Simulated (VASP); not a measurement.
# BiTe (I4mm) in VASP: a series of runs

BiTe is run at these levels: PBEsol; tasks: single point.

All numbers are computed with VASP 6.6.1; they aren't measurements. Logs are shortened: lines on timing, memory, paths and dates and some standing lists are left out, and cuts for length are marked.

## (1) The cell of the first run

It takes space group I4mm (No. 107, tetragonal). Conventional cell: a = 4.521 Å, b = 4.521 Å, c = 6.394 Å, α = 90.00°, β = 90.00°, γ = 90.00°. Bi (site symmetry 4mm) has 6 Te at 3.10 to 3.30 Å within 4.1 Å. Te (site symmetry 4mm) has 6 Bi at 3.10 to 3.30 Å within 4.1 Å.

## (2) Single point, PBEsol

INCAR

```
SYSTEM = BiTe
PREC = Accurate ; ENCUT = 520
EDIFF = 1E-6 ; ISMEAR = 0
SIGMA = 0.15 ; LREAL = .FALSE.
LASPH = .TRUE. ; NELM = 60
ALGO = Normal ; ISIF = 2
LWAVE = .FALSE. ; LCHARG = .FALSE.
GGA = PS ; NBANDS = 18
```

KPOINTS

```
Automatic mesh
0
G
  16 16 16
  0 0 0
```

POSCAR

```
BiTe
1.0
    0.0000000000      3.1971538327      3.1971538327
    3.1971538327      0.0000000000      3.1971538327
    3.1971538327      3.1971538327      0.0000000000
Bi Te
1 1
Direct
    0.0000000000      0.0000000000      0.0000000000
    0.5156389097      0.5156389097      0.4843610903
```

Potentials or basis: VASP PAW PBE potentials, release 64 (Bi_d, Te).

The run is started by

```
$ cat potpaw_PBE.64/Bi_d/POTCAR potpaw_PBE.64/Te/POTCAR > POTCAR
$ mpirun -np 1 vasp_std > vasp.out
```

OUTCAR:

```text
SYSTEM = BiTe
   PREC = Accurate
   ENCUT = 520
   EDIFF = 1E-6
   ISMEAR = 0
   LREAL = .FALSE.
   LASPH = .TRUE.
   NELM = 60
   ISIF = 2
   GGA = PS

 ion  position               nearest neighbor table
   1  0.000  0.000  0.000-   2 3.10   2 3.20   2 3.20   2 3.20   2 3.20   2 3.30
   2  0.516  0.516  0.484-   1 3.10   1 3.20   1 3.20   1 3.20   1 3.20   1 3.30

  LATTYP: Found a face centered cubic cell.
 ALAT       =     6.3943076654

  Lattice vectors:

 A1 = (   0.0000000000,   3.1971538327,   3.1971538327)
 A2 = (   3.1971538327,   0.0000000000,   3.1971538327)
 A3 = (   3.1971538327,   3.1971538327,   0.0000000000)

Analysis of symmetry for initial positions (statically):
=====================================================================
 Subroutine PRICEL returns:
 Original cell was already a primitive cell.

 Routine SETGRP: Setting up the symmetry group for a
 face centered cubic supercell.

 Subroutine GETGRP returns: Found  8 space group operations
 (whereof  8 operations were pure point group operations)
 out of a pool of 48 trial point group operations.

The static configuration has the point symmetry C_4v.

Analysis of symmetry for dynamics (positions and initial velocities):
=====================================================================
 Subroutine PRICEL returns:
 Original cell was already a primitive cell.

 Routine SETGRP: Setting up the symmetry group for a
 face centered cubic supercell.

 Subroutine GETGRP returns: Found  8 space group operations
 (whereof  8 operations were pure point group operations)
 out of a pool of 48 trial point group operations.

The dynamic configuration has the point symmetry C_4v.

 Subroutine INISYM returns: Found  8 space group operations
 (whereof  8 operations are pure point group operations),
 and found     1 'primitive' translations

----------------------------------------------------------------------------------------

                                     Primitive cell

  volume of cell :      65.3613

  direct lattice vectors                    reciprocal lattice vectors
     0.000000000  3.197153833  3.197153833    -0.156389097  0.156389097  0.156389097
     3.197153833  0.000000000  3.197153833     0.156389097 -0.156389097  0.156389097
     3.197153833  3.197153833  0.000000000     0.156389097  0.156389097 -0.156389097

  length of vectors
     4.521458311  4.521458311  4.521458311     0.270873861  0.270873861  0.270873861

  position of ions in fractional coordinates (direct lattice)
     0.000000000  0.000000000  0.000000000
     0.515638910  0.515638910  0.484361090

  ion indices of the primitive-cell ions
   primitive index   ion index
                 1           1
                 2           2

----------------------------------------------------------------------------------------

 KPOINTS: Automatic mesh

Automatic generation of k-mesh.
 Grid dimensions read from file:
 generate k-points for:   16   16   16

 Generating k-lattice:

  Cartesian coordinates                     Fractional coordinates (reciprocal lattice)
    -0.009774319  0.009774319  0.009774319     0.062500000  0.000000000  0.000000000
     0.009774319 -0.009774319  0.009774319     0.000000000  0.062500000  0.000000000
     0.009774319  0.009774319 -0.009774319     0.000000000  0.000000000  0.062500000

  Length of vectors
     0.016929616  0.016929616  0.016929616

  Shift w.r.t. Gamma in fractional coordinates (k-lattice)
     0.000000000  0.000000000  0.000000000

 Subroutine IBZKPT returns following result:
 ===========================================

 Found    349 irreducible k-points:

 Following reciprocal coordinates:
            Coordinates               Weight
  0.000000  0.000000  0.000000      1.000000
  0.062500  0.000000  0.000000      8.000000
  0.125000  0.000000  0.000000      8.000000
  0.187500  0.000000  0.000000      8.000000
  0.250000  0.000000  0.000000      8.000000
  0.312500  0.000000  0.000000      8.000000
[... 16 lines left out ...]
  0.000000  0.437500  0.062500     16.000000
  0.500000  0.062500  0.000000      8.000000
 [... further k-points ...]
   k-points           NKPTS =    349   k-points in BZ     NKDIM =    349   number of bands    NBANDS=     18
   number of dos      NEDOS =    301   number of ions     NIONS =      2
   total plane-waves  NPLWV =  46656
   dimension x,y,z NGX =    36 NGY =   36 NGZ =   36
   dimension x,y,z NGXF=    72 NGYF=   72 NGZF=   72
   ions per type =               1   1
   NGX,Y,Z   is equivalent  to a cutoff of  13.24, 13.24, 13.24 a.u.
   NGXF,Y,Z  is equivalent  to a cutoff of  26.47, 26.47, 26.47 a.u.
 SYSTEM =  BiTe
   PREC   = accura    normal or accurate (medium, high low for compatibility)
   ISTART =      0    job   : 0-new  1-cont  2-samecut
   ICHARG =      2    charge: 1-file 2-atom 10-const
   ISPIN  =      1    spin polarized calculation?
   LNONCOLLINEAR =      F non collinear calculations
   LSORBIT =      F    spin-orbit coupling
   LASPH  =      T    aspherical Exc in radial PAW
   ENCUT  =  520.0 eV  38.22 Ry    6.18 a.u.   8.41  8.41  8.41*2*pi/ulx,y,z
   NELM   =     60;   NELMIN=  2; NELMDL= -5     # of ELM steps
   EDIFF  = 0.1E-05   stopping-criterion for ELM
   LREAL  =      F    real-space projection
   EDIFFG = 0.1E-04   stopping-criterion for IOM
   NSW    =      0    number of steps for IOM
   IBRION =     -1    ionic relax: 0-MD 1-quasi-New 2-CG
   NFREE  =      0    steps in history (QN), initial steepest desc. (CG)
   ISIF   =      2    stress and relaxation
   ISYM   =      2    0-nonsym 1-usesym 2-fastsym
   POTIM  = 0.5000    time-step for ionic-motion
   TEBEG  =    0.0;   TEEND  =   0.0 temperature during run
   PSTRESS=    0.0 pullay stress
   NELECT =      21.0000    total number of electrons
   NUPDOWN=      -1.0000    fix difference up-down
   EMIN   =  10.00;   EMAX   =-10.00  energy-range for DOS
   EFERMI =   0.00;   METHOD = LEGACY
   ISMEAR =     0;   SIGMA  =   0.15  broadening in eV -4-tet -1-fermi 0-gaus
   EFERMI_NEDOS =   21; number of points for ismear=-14 and -15
   IALGO  =     38    algorithm
   IMIX   =      4    mixing-type and parameters
     AMIX     =   0.40;   BMIX     =  1.00
     AMIX_MAG =   1.60;   BMIX_MAG =  1.00
  volume/ion in A,a.u.               =      32.68       220.54
  Fermi-wavevector in a.u.,A,eV,Ry     =   1.121264  2.118881 17.105681  1.257232
  Thomas-Fermi vector in A             =   2.257916
   LORBIT       =      0    0 simple, 1 ext, 2 COOP (PROOUT), +10 PAW based schemes
   GGA     = PS    functional components
   LHFCALC =     F    Hartree Fock is set to
   AEXX    =    0.0000 exact exchange contribution
   IVDW    =     0    specifies the selected vdW correction
   LEPSILON=     F    determine dielectric tensor
   LRPA    =     F    only Hartree local field effects (RPA)
 non-spin polarized calculation
 Gauss-broadening in eV      SIGMA  =   0.15
  energy-cutoff  :      520.00
  volume of cell :       65.36
 maximum number of plane-waves:      1807
 NGX is ok and might be reduce to    36
   NGX = 17   NGY = 17   NGZ = 17

 number of electron      21.0000004 magnetization

 Free energy of the ion-electron system (eV)
  ---------------------------------------------------
  ext. energy  EPLUGINS =         0.00000000
  ---------------------------------------------------
  free energy    TOTEN  =        -7.97892982 eV

  energy without entropy =       -7.96300577  energy(sigma->0) =       -7.97096779

 E-fermi :   6.9358     XC(G=0):  -9.7491

 val. band max:        6.9341967455   @ k =   0.0625  -0.3750   0.2500
 cond. band min:       6.9488198316   @ k =  -0.2500   0.2500   0.0000
 fundamental gap:      0.0146230861
 Fermi energy:         6.9358057184

 k-point     1 :       0.0000    0.0000    0.0000
  band No.  band energies     occupation
      1     -16.1527      2.00000
      2     -16.1452      2.00000
      3     -16.1430      2.00000
      4     -16.1430      2.00000
      5     -16.1385      2.00000
      6      -6.8725      2.00000
[... 10 lines left out ...]
     17      13.0774      0.00000
     18      13.2612      0.00000

 k-point     2 :       0.0625    0.0000    0.0000
  band No.  band energies     occupation
      1     -16.1528      2.00000
      2     -16.1453      2.00000
      3     -16.1429      2.00000
      4     -16.1428      2.00000
      5     -16.1383      2.00000
      6      -6.8359      2.00000
[... 10 lines left out ...]
     17      13.3438      0.00000
     18      13.5771      0.00000

 k-point     3 :       0.1250    0.0000    0.0000
  band No.  band energies     occupation
      1     -16.1532      2.00000
      2     -16.1459      2.00000
      3     -16.1425      2.00000
      4     -16.1419      2.00000
      5     -16.1377      2.00000
      6      -6.7264      2.00000
[... 10 lines left out ...]
     17      14.0157      0.00000
     18      14.3318      0.00000

 k-point     4 :       0.1875    0.0000    0.0000
  band No.  band energies     occupation
      1     -16.1540      2.00000
      2     -16.1468      2.00000
      3     -16.1419      2.00000
      4     -16.1405      2.00000
      5     -16.1367      2.00000
      6      -6.5452      2.00000
[... 375 lines left out ...]
      4     -16.1345      2.00000
      5     -16.1330      2.00000
      6      -5.2995      2.00000
[... 10 lines left out ...]
     17      15.5694      0.00000
     18      16.6265      0.00000

 k-point    23 :       0.0000    0.4375    0.0625
  band No.  band energies     occupation
      1     -16.1572      2.00000
      2     -16.1509      2.00000
      3     -16.1402      2.00000
      4     -16.1352      2.00000
      5     -16.1319      2.00000
      6      -5.3021      2.00000
[... 10 lines left out ...]
     17      15.5725      0.00000
     18      16.6345      0.00000

 k-point    24 :       0.5000    0.0625    0.0000
  band No.  band energies     occupation
      1     -16.1582      2.00000
      2     -16.1506      2.00000
      3     -16.1396      2.00000
      4     -16.1342      2.00000
      5     -16.1321      2.00000
      6      -4.9046      2.00000
[... 10 lines left out ...]
     17      15.2210      0.00000
     18      16.2233      0.00000

 [... further k-points ...]

------------------------ aborting loop because EDIFF is reached ----------------------------------------

  FORCE on cell =-STRESS in cart. coord.  units (eV):
  Direction    XX          YY          ZZ          XY          YZ          ZX
  --------------------------------------------------------------------------------------
  -------------------------------------------------------------------------------------
  Total        0.0576720      0.0576720      0.1675554      0.0000000      0.0000000      0.0000000
  in kB        1.4136915      1.4136915      4.1072252      0.0000000      0.0000000      0.0000000
  external PRESSURE =       2.3115361 kB  Pullay stress =       0.0000000 kB

 VOLUME and BASIS-vectors are now :
 -----------------------------------------------------------------------------
  energy-cutoff  :      520.00
  volume of cell :       65.36
      direct lattice vectors                 reciprocal lattice vectors
     0.000000000  3.197153833  3.197153833    -0.156389097  0.156389097  0.156389097
     3.197153833  0.000000000  3.197153833     0.156389097 -0.156389097  0.156389097
     3.197153833  3.197153833  0.000000000     0.156389097  0.156389097 -0.156389097

 POSITION                                       TOTAL-FORCE (eV/Angst)
 -----------------------------------------------------------------------------------
      0.00000      0.00000      0.00000         0.000000      0.000000      0.303079
      3.19715      3.19715      3.29715         0.000000      0.000000     -0.303079
 -----------------------------------------------------------------------------------
    total drift:                               -0.000000     -0.000000      0.000199

  FREE ENERGIE OF THE ION-ELECTRON SYSTEM (eV)
  ---------------------------------------------------
  free  energy   TOTEN  =        -7.9789298174 eV

  energy  without entropy=       -7.9630057665  energy(sigma->0) =       -7.97096779
```

Wall time 2.1 min (1 thread of Intel Xeon 6975P-C (Granite Rapids), shared host); peak memory 0.52 GiB.

Results:

```yaml
Free_energy: -7.9789 eV
Pressure: 0.2 GPa
Largest_force: 0.303 eV/Å
Band_gap_on_the_k_mesh: zero (an odd number of electrons rules out a gap without spin polarisation)
```

Forces in eV/Å, atoms in the order of the input:
```
Bi   0.000  0.000  0.303
Te   0.000  0.000 -0.303
```

Stress tensor (GPa, compression positive):
```
0.14 0.00 0.00
0.00 0.14 0.00
0.00 0.00 0.41
```

Levels at points of the mesh, in eV from the Fermi level:
```csv
k point,band 8,band 9,band 10,band 11,band 12,band 13
"(0.00, 0.00, 0.00)",-2.67,-2.63,-2.63,2.16,2.16,2.23
"(0.50, 0.00, 0.00)",-2.07,-2.00,-1.64,-0.85,-0.69,-0.60
"(0.50, 0.50, 0.00)",-5.90,-4.19,-4.19,2.03,3.75,3.75
"(0.00, 0.50, 0.50)",-5.93,-4.20,-4.18,1.94,3.77,3.83
```

Caveat: the cell differs from its parent crystal (all Te atoms moved -0.100 Å, as atom 2 towards its neighbour atom 1 (Bi) at 3.197 Å); the PAW data sets were made with another functional, which shifts forces and pressure a little; spin-orbit coupling is left out, which moves the levels of the heavy elements; an odd number of electrons without spin polarisation forces a metal; a magnetic or distorted state may lie lower.

## (3) Single point, PBEsol

INCAR

```
SYSTEM = BiTe
ALGO = Normal ; EDIFF = 1E-7
ENCUT = 520 ; GGA = PS
ISIF = 2 ; ISMEAR = 0
LASPH = .True. ; LCHARG = .True.
LELF = .True. ; LREAL = .False.
LVHAR = .True. ; LWAVE = .False.
NBANDS = 18 ; NELM = 100
PREC = Accurate ; SIGMA = 0.15
```

KPOINTS

```
k-points
0
Gamma
  16 16 16
  0 0 0
```

Changes to POSCAR since step 2:

```diff
@@ -9,2 +9,2 @@
     0.0000000000      0.0000000000      0.0000000000
-    0.5156389097      0.5156389097      0.4843610903
+    0.4921805452      0.4921805452      0.5078194548
```

Potentials or basis: VASP PAW PBE potentials, release 64 (Bi_d, Te).

The run is started by

```
$ cat potpaw_PBE.64/Bi_d/POTCAR potpaw_PBE.64/Te/POTCAR > POTCAR
$ mpirun -np 1 vasp_std > vasp.out
```

It took 2.9 min on 1 thread of Intel Xeon 6975P-C (Granite Rapids), shared host; peak memory 0.53 GiB.

Results (log left out):

| Property | Result |
| --- | --- |
| Free energy | -7.9903 eV |
| Pressure | 0.1 GPa |
| Largest force | 0.150 eV/Å |
| Band gap on the k mesh | zero (an odd number of electrons rules out a gap without spin polarisation) |

Forces on the atoms (eV/Å):
```
Bi   0.000  0.000 -0.150
Te   0.000  0.000  0.150
```

Levels at points of the mesh, in eV from the Fermi level:
```
           k point  band 8  band 9  band 10  band 11  band 12  band 13
(0.00, 0.00, 0.00)   -2.63   -2.62    -2.62     2.21     2.21     2.23
(0.50, 0.00, 0.00)   -1.99   -1.97    -1.60    -0.86    -0.68    -0.66
(0.50, 0.50, 0.00)   -5.91   -4.18    -4.18     2.05     3.77     3.77
(0.00, 0.50, 0.50)   -5.91   -4.18    -4.17     2.02     3.77     3.78
```

Caveat: the cell differs from its parent crystal (all Te atoms moved +0.050 Å, as atom 2 towards its neighbour atom 1 (Bi) at 3.197 Å); the PAW data sets were made with another functional, which shifts forces and pressure a little; spin-orbit coupling is left out, which moves the levels of the heavy elements; an odd number of electrons without spin polarisation forces a metal; a magnetic or distorted state may lie lower.
